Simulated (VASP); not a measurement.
**Y4Zr: single point with PBE**

The system is Y4Zr, a slab with vacuum.

```
Y Zr
1.0
     3.65262    0.00000    0.00000
    -1.82631    3.16326    0.00000
     0.00000    0.00000   27.39840
Y Zr
4 1
Direct
  0.00000 0.00000 0.29407
  0.33333 0.66667 0.39523
  0.33333 0.66667 0.60477
  0.00000 0.00000 0.70593
  0.00000 0.00000 0.50000
```

```yaml
Program: VASP 6.6.1
Task: single point
Functional: PBE
Potentials_or_basis: VASP PAW PBE potentials, release 64 (Y_sv, Zr_sv)
Cutoff: 520 eV
k_mesh: 13 × 13 × 1
Occupations: fermi-dirac, width 0.1 eV
Spin: no spin polarisation
```

```
Largest force          : 0.725 eV/Å
Band gap on the k mesh : zero (bands 28 and 29 overlap by 0.70 eV)
```

Forces in eV/Å, atoms in the order of the input:
```
Y    0.000  0.000 -0.093
Y    0.000  0.000  0.725
Y    0.000  0.000 -0.725
Y    0.000  0.000  0.093
Zr   0.000  0.000  0.000
```

Levels at points of the mesh, in eV from the Fermi level:
| k point | band 27 | band 28 | band 29 | band 30 | band 31 | band 32 |
| --- | --- | --- | --- | --- | --- | --- |
| (0.00, 0.00, 0.00) | 0.19 | 0.50 | 0.75 | 0.90 | 0.90 | 1.41 |

It took 6 min on 1 thread of AMD EPYC 9R45 96-Core Processor (Zen 5) (shared host), peak memory 0.51 GiB.
